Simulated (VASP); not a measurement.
# MnO (Fm-3m) in VASP: a series of runs

MnO is run at these levels: PBEsol+D4, revPBE; tasks: single point.

All numbers are computed with VASP 6.6.1; they aren't measurements. Logs are shortened: lines on timing, memory, paths and dates and some standing lists are left out, and cuts for length are marked.

## 1. The cell of the first run

Symmetry: Fm-3m, No. 225, cubic system. The conventional cell has a = 4.388 Å, b = 4.388 Å, c = 4.388 Å, α = 90.00°, β = 90.00°, γ = 90.00°. Within 2.9 Å of Mn (site symmetry m-3m) lie 6 O at 2.19 Å. Within 2.9 Å of O (site symmetry m-3m) lie 6 Mn at 2.19 Å.

## 2. Single point, PBEsol+D4, collinear spin, ferromagnetic start

INCAR

```
PREC = Accurate
ENCUT = 520
EDIFF = 1E-6
ISMEAR = -1
SIGMA = 0.05
LREAL = False
LASPH = True
NELM = 150
ALGO = Normal
ISIF = 2
LWAVE = False
LCHARG = False
ISPIN = 2
MAGMOM = 4 0
LORBIT = 11
LMAXMIX = 4
GGA = PS
IVDW = 13
NBANDS = 20
```

KPOINTS

```
Automatic mesh
0
Gamma
  10 10 10
```

POSCAR

```
MnO
1.0
    0.0000000000      2.1938512115      2.1938512115
    2.1938512115      0.0000000000      2.1938512115
    2.1938512115      2.1938512115      0.0000000000
Mn O
1 1
Direct
    0.0000000000      0.0000000000      0.0000000000
    0.5000000000      0.5000000000      0.5000000000
```

Potentials or basis: VASP PAW PBE potentials, release 64 (Mn_pv, O).

On the command line:

```sh
cat potpaw_PBE.64/Mn_pv/POTCAR potpaw_PBE.64/O/POTCAR > POTCAR
mpirun -np 1 vasp_std > vasp.out
```

OUTCAR:

```text
PREC = Accurate
   ENCUT = 520
   EDIFF = 1E-6
   ISMEAR = -1
   LREAL = False
   LASPH = True
   NELM = 150
   ISIF = 2
   ISPIN = 2
   LORBIT = 11
   GGA = PS
   IVDW = 13

 ion  position               nearest neighbor table
   1  0.000  0.000  0.000-   2 2.19   2 2.19   2 2.19   2 2.19   2 2.19   2 2.19
   2  0.500  0.500  0.500-   1 2.19   1 2.19   1 2.19   1 2.19   1 2.19   1 2.19

  LATTYP: Found a face centered cubic cell.
 ALAT       =     4.3877024230

  Lattice vectors:

 A1 = (   0.0000000000,   2.1938512115,   2.1938512115)
 A2 = (   2.1938512115,   0.0000000000,   2.1938512115)
 A3 = (   2.1938512115,   2.1938512115,   0.0000000000)

Analysis of symmetry for initial positions (statically):
=====================================================================
 Subroutine PRICEL returns:
 Original cell was already a primitive cell.

 Routine SETGRP: Setting up the symmetry group for a
 face centered cubic supercell.

 Subroutine GETGRP returns: Found 48 space group operations
 (whereof 48 operations were pure point group operations)
 out of a pool of 48 trial point group operations.

The static configuration has the point symmetry O_h .

Analysis of symmetry for dynamics (positions and initial velocities):
=====================================================================
 Subroutine PRICEL returns:
 Original cell was already a primitive cell.

 Routine SETGRP: Setting up the symmetry group for a
 face centered cubic supercell.

 Subroutine GETGRP returns: Found 48 space group operations
 (whereof 48 operations were pure point group operations)
 out of a pool of 48 trial point group operations.

The dynamic configuration has the point symmetry O_h .

Analysis of structural, dynamic, and magnetic symmetry:
=====================================================================
 Subroutine PRICEL returns:
 Original cell was already a primitive cell.

 Routine SETGRP: Setting up the symmetry group for a
 face centered cubic supercell.

 Subroutine GETGRP returns: Found 48 space group operations
 (whereof 48 operations were pure point group operations)
 out of a pool of 48 trial point group operations.

The overall configuration has the point symmetry O_h .

 Subroutine INISYM returns: Found 48 space group operations
 (whereof 48 operations are pure point group operations),
 and found     1 'primitive' translations

----------------------------------------------------------------------------------------

                                     Primitive cell

  volume of cell :      21.1179

  direct lattice vectors                    reciprocal lattice vectors
     0.000000000  2.193851212  2.193851212    -0.227909713  0.227909713  0.227909713
     2.193851212  0.000000000  2.193851212     0.227909713 -0.227909713  0.227909713
     2.193851212  2.193851212  0.000000000     0.227909713  0.227909713 -0.227909713

  length of vectors
     3.102574137  3.102574137  3.102574137     0.394751202  0.394751202  0.394751202

  position of ions in fractional coordinates (direct lattice)
     0.000000000  0.000000000  0.000000000
     0.500000000  0.500000000  0.500000000

  ion indices of the primitive-cell ions
   primitive index   ion index
                 1           1
                 2           2

----------------------------------------------------------------------------------------

 KPOINTS: Automatic mesh

Automatic generation of k-mesh.
 Grid dimensions read from file:
 generate k-points for:   10   10   10

 Generating k-lattice:

  Cartesian coordinates                     Fractional coordinates (reciprocal lattice)
    -0.022790971  0.022790971  0.022790971     0.100000000  0.000000000  0.000000000
     0.022790971 -0.022790971  0.022790971     0.000000000  0.100000000  0.000000000
     0.022790971  0.022790971 -0.022790971     0.000000000  0.000000000  0.100000000

  Length of vectors
     0.039475120  0.039475120  0.039475120

  Shift w.r.t. Gamma in fractional coordinates (k-lattice)
     0.000000000  0.000000000  0.000000000

 Subroutine IBZKPT returns following result:
 ===========================================

 Found     47 irreducible k-points:

 Following reciprocal coordinates:
            Coordinates               Weight
  0.000000  0.000000  0.000000      1.000000
  0.100000  0.000000  0.000000      8.000000
  0.200000  0.000000  0.000000      8.000000
  0.300000  0.000000  0.000000      8.000000
  0.400000  0.000000  0.000000      8.000000
  0.500000  0.000000  0.000000      4.000000
[... 16 lines left out ...]
  0.300000  0.300000  0.000000      6.000000
  0.400000  0.300000  0.000000     24.000000
 [... further k-points ...]
   k-points           NKPTS =     47   k-points in BZ     NKDIM =     47   number of bands    NBANDS=     20
   number of dos      NEDOS =    301   number of ions     NIONS =      2
   total plane-waves  NPLWV =  13824
   dimension x,y,z NGX =    24 NGY =   24 NGZ =   24
   dimension x,y,z NGXF=    48 NGYF=   48 NGZF=   48
   ions per type =               1   1
   NGX,Y,Z   is equivalent  to a cutoff of  12.86, 12.86, 12.86 a.u.
   NGXF,Y,Z  is equivalent  to a cutoff of  25.72, 25.72, 25.72 a.u.
 SYSTEM =  unknown system
   PREC   = accura    normal or accurate (medium, high low for compatibility)
   ISTART =      0    job   : 0-new  1-cont  2-samecut
   ICHARG =      2    charge: 1-file 2-atom 10-const
   ISPIN  =      2    spin polarized calculation?
   LNONCOLLINEAR =      F non collinear calculations
   LSORBIT =      F    spin-orbit coupling
   LASPH  =      T    aspherical Exc in radial PAW
   ENCUT  =  520.0 eV  38.22 Ry    6.18 a.u.   5.77  5.77  5.77*2*pi/ulx,y,z
   NELM   =    150;   NELMIN=  2; NELMDL= -5     # of ELM steps
   EDIFF  = 0.1E-05   stopping-criterion for ELM
   LREAL  =      F    real-space projection
   EDIFFG = 0.1E-04   stopping-criterion for IOM
   NSW    =      0    number of steps for IOM
   IBRION =     -1    ionic relax: 0-MD 1-quasi-New 2-CG
   NFREE  =      0    steps in history (QN), initial steepest desc. (CG)
   ISIF   =      2    stress and relaxation
   ISYM   =      2    0-nonsym 1-usesym 2-fastsym
   POTIM  = 0.5000    time-step for ionic-motion
   TEBEG  =    0.0;   TEEND  =   0.0 temperature during run
   PSTRESS=    0.0 pullay stress
   NELECT =      19.0000    total number of electrons
   NUPDOWN=      -1.0000    fix difference up-down
   EMIN   =  10.00;   EMAX   =-10.00  energy-range for DOS
   EFERMI =   0.00;   METHOD = LEGACY
   ISMEAR =    -1;   SIGMA  =   0.05  broadening in eV -4-tet -1-fermi 0-gaus
   EFERMI_NEDOS =   21; number of points for ismear=-14 and -15
   IALGO  =     38    algorithm
   IMIX   =      4    mixing-type and parameters
     AMIX     =   0.40;   BMIX     =  1.00
     AMIX_MAG =   1.60;   BMIX_MAG =  1.00
  volume/ion in A,a.u.               =      10.56        71.26
  Fermi-wavevector in a.u.,A,eV,Ry     =   1.580431  2.986581 33.984116  2.497762
  Thomas-Fermi vector in A             =   2.680660
   LORBIT       =     11    0 simple, 1 ext, 2 COOP (PROOUT), +10 PAW based schemes
   GGA     = PS    functional components
   LHFCALC =     F    Hartree Fock is set to
   AEXX    =    0.0000 exact exchange contribution
   IVDW    =    13    specifies the selected vdW correction
   LEPSILON=     F    determine dielectric tensor
   LRPA    =     F    only Hartree local field effects (RPA)
 spin polarized calculation
  energy-cutoff  :      520.00
  volume of cell :       21.12
 maximum number of plane-waves:       588
   NGX = 11   NGY = 11   NGZ = 11

 number of electron      19.0000002 magnetization       4.6050522

 Free energy of the ion-electron system (eV)
  ---------------------------------------------------
  ext. energy  EPLUGINS =         0.00000000
  ---------------------------------------------------
  free energy    TOTEN  =       -17.24502253 eV

  energy without entropy =      -17.23465125  energy(sigma->0) =      -17.23983689

 E-fermi :   7.9119     XC(G=0): -12.3393

 val. band max:        7.9045921622   @ k =   0.5000   0.2000   0.1000
 cond. band min:       7.9325979837   @ k =  -0.3000   0.3000   0.0000
 fundamental gap:      0.0280058215
 Fermi energy:         7.9119248603

 spin component 1

 k-point     1 :       0.0000    0.0000    0.0000
  band No.  band energies     occupation
      1     -42.2719      1.00000
      2     -42.2719      1.00000
      3     -42.2719      1.00000
      4     -12.7004      1.00000
      5       3.9028      1.00000
      6       3.9028      1.00000
[... 12 lines left out ...]
     19      28.2190      0.00000
     20      28.2190      0.00000
[... 507 lines left out ...]
 k-point    24 :       0.4000    0.3000    0.0000
  band No.  band energies     occupation
      1     -42.3285      1.00000
      2     -42.2958      1.00000
      3     -42.2935      1.00000
      4     -11.7917      1.00000
      5       0.3500      1.00000
      6       2.3384      1.00000
[... 12 lines left out ...]
     19      33.1647      0.00000
     20      34.7640      0.00000

 [... further k-points ...]

 spin component 2

 k-point     1 :       0.0000    0.0000    0.0000
  band No.  band energies     occupation
      1     -37.7970      1.00000
      2     -37.7970      1.00000
      3     -37.7970      1.00000
      4     -12.2460      1.00000
      5       4.3096      1.00000
      6       4.3096      1.00000
[... 12 lines left out ...]
     19      30.4064      0.00000
     20      30.4064      0.00000
[... 507 lines left out ...]
 k-point    24 :       0.4000    0.3000    0.0000
  band No.  band energies     occupation
      1     -37.8677      1.00000
      2     -37.8264      1.00000
      3     -37.8236      1.00000
      4     -11.3596      1.00000
      5       1.1323      1.00000
      6       3.1120      1.00000
[... 12 lines left out ...]
     19      34.2340      0.00000
     20      35.7856      0.00000

 [... further k-points ...]

------------------------ aborting loop because EDIFF is reached ----------------------------------------

  DFT-D4 for vdW energy calculation

  Edisp (eV):   -0.38002

  FORCE on cell =-STRESS in cart. coord.  units (eV):
  Direction    XX          YY          ZZ          XY          YZ          ZX
  --------------------------------------------------------------------------------------
  -------------------------------------------------------------------------------------
  Total      -0.77365    -0.77365    -0.77365     0.00000     0.00000     0.00000
  in kB     -58.69562   -58.69562   -58.69562     0.00000     0.00000     0.00000
  external pressure =      -58.70 kB  Pullay stress =        0.00 kB

 VOLUME and BASIS-vectors are now :
 -----------------------------------------------------------------------------
  energy-cutoff  :      520.00
  volume of cell :       21.12
      direct lattice vectors                 reciprocal lattice vectors
     0.000000000  2.193851212  2.193851212    -0.227909713  0.227909713  0.227909713
     2.193851212  0.000000000  2.193851212     0.227909713 -0.227909713  0.227909713
     2.193851212  2.193851212  0.000000000     0.227909713  0.227909713 -0.227909713

 POSITION                                       TOTAL-FORCE (eV/Angst)
 -----------------------------------------------------------------------------------
      0.00000      0.00000      0.00000         0.000000     -0.000000      0.000000
      2.19385      2.19385      2.19385         0.000000      0.000000      0.000000
 -----------------------------------------------------------------------------------
    total drift:                                0.000000     -0.000000     -0.000000

  FREE ENERGIE OF THE ION-ELECTRON SYSTEM (eV)
  ---------------------------------------------------
  free  energy   TOTEN  =       -17.6250386559 eV

  energy  without entropy=      -17.6146673793  energy(sigma->0) =      -17.61985302

 total charge

# of ion       s       p       d       tot
------------------------------------------
    1        0.212   6.192   5.000  11.404
    2        1.557   3.403   0.000   4.960
--------------------------------------------------
tot          1.769   9.596   5.000  16.364

 magnetization (x)

# of ion       s       p       d       tot
------------------------------------------
    1        0.032   0.026   4.139   4.198
    2        0.031   0.155   0.000   0.186
--------------------------------------------------
tot          0.063   0.181   4.139   4.383
```

Run time: 50 s. Hardware: 1 thread of Intel Xeon 8259CL, shared host; peak memory 0.17 GiB.

What came out:

```
Free energy                                           : -17.6250 eV
Pressure                                              : -5.9 GPa
Net moment                                            : 4.61 μB per cell
Site moments                                          : Mn +4.20; O +0.19 μB
Valence electrons inside the program's atomic spheres : Mn 11.40; O 4.96
Dispersion energy per atom                            : -0.190 eV
```

Levels at points of the mesh, in eV from the Fermi level:
Spin up:
```
           k point  band 10  band 11  band 12  band 13  band 14  band 15
(0.00, 0.00, 0.00)    -3.26    -2.71    -2.71    -0.44    13.89    16.50
(0.50, 0.00, 0.00)    -1.83     0.31     0.31     3.41     7.98    11.98
(0.50, 0.50, 0.00)    -1.97    -1.97    -1.82     5.18     7.90    10.49
```
Spin down:
```csv
k point,band 5,band 6,band 7,band 8,band 9,band 10
"(0.00, 0.00, 0.00)",-3.60,-3.60,-3.60,0.52,0.52,0.52
"(0.50, 0.00, 0.00)",-7.81,-5.19,-5.19,1.81,1.84,1.84
"(0.50, 0.50, 0.00)",-6.80,-4.62,-4.62,-1.17,1.83,2.11
```

Caveat: the cell stands under tension; the PAW data sets were made with another functional, which shifts forces and pressure a little; a cell with one magnetic atom can't hold antiferromagnetic order, which such compounds often take; semilocal functionals often make such compounds metallic where correlation or magnetic order opens a gap, which also shifts bond lengths. With open d or f shells a metallic result of PBEsol can be an artefact of self-interaction; +U or a hybrid may open a gap.

## 3. Single point, revPBE, collinear spin, ferromagnetic start

INCAR

```
PREC = Accurate
ENCUT = 520
EDIFF = 1E-7
ISMEAR = -1
SIGMA = 0.05
LREAL = F
LASPH = T
NELM = 150
ALGO = Normal
ISIF = 2
LWAVE = F
LCHARG = F
ISPIN = 2
MAGMOM = 4 0
LORBIT = 11
LMAXMIX = 4
GGA = RE
NBANDS = 20
```

KPOINTS

```
regular mesh
0
Gamma
  10 10 10
```

POSCAR is that of step 2.

Potentials or basis: VASP PAW PBE potentials, release 64 (Mn_pv, O).

On the command line:

```sh
cat potpaw_PBE.64/Mn_pv/POTCAR potpaw_PBE.64/O/POTCAR > POTCAR
mpirun -np 1 vasp_std > vasp.out
```

It took 53 s on 1 thread of Intel Xeon 8259CL, shared host; peak memory 0.17 GiB.

It converged, with:

* Free energy: -15.7595 eV
* Pressure: 10.2 GPa
* Net moment: 4.74 μB per cell
* Site moments: Mn +4.31; O +0.20 μB
* Valence electrons inside the program's atomic spheres: Mn 11.39; O 5.01

Levels at points of the mesh, in eV from the Fermi level:
Spin up:
| k point | band 8 | band 9 | band 10 | band 11 | band 12 | band 13 | band 14 | band 15 | band 16 | band 17 |
| --- | --- | --- | --- | --- | --- | --- | --- | --- | --- | --- |
| (0.00, 0.00, 0.00) | -3.35 | -3.35 | -3.35 | -2.78 | -2.78 | -0.40 | 14.02 | 16.62 | 16.62 | 16.62 |
| (0.50, 0.00, 0.00) | -2.39 | -2.39 | -1.93 | 0.25 | 0.25 | 3.52 | 8.06 | 12.13 | 12.13 | 18.96 |
| (0.50, 0.50, 0.00) | -4.42 | -2.33 | -2.09 | -2.09 | -1.92 | 5.29 | 8.01 | 10.56 | 14.08 | 14.08 |
Spin down:
```tsv
k point	band 3	band 4	band 5	band 6	band 7	band 8	band 9	band 10	band 11	band 12
(0.00, 0.00, 0.00)	-45.81	-20.27	-3.58	-3.58	-3.58	0.69	0.69	0.69	0.99	1.35
(0.50, 0.00, 0.00)	-45.82	-19.25	-7.71	-5.14	-5.14	1.95	1.99	1.99	3.74	3.74
(0.50, 0.50, 0.00)	-45.84	-19.29	-6.74	-4.59	-4.59	-0.98	1.97	2.23	2.45	2.45
```

Caveat: the cell stands under pressure; the PAW data sets were made with another functional, which shifts forces and pressure a little; a cell with one magnetic atom can't hold antiferromagnetic order, which such compounds often take; semilocal functionals often make such compounds metallic where correlation or magnetic order opens a gap, which also shifts bond lengths.

(Continued in part 2 of 2.)
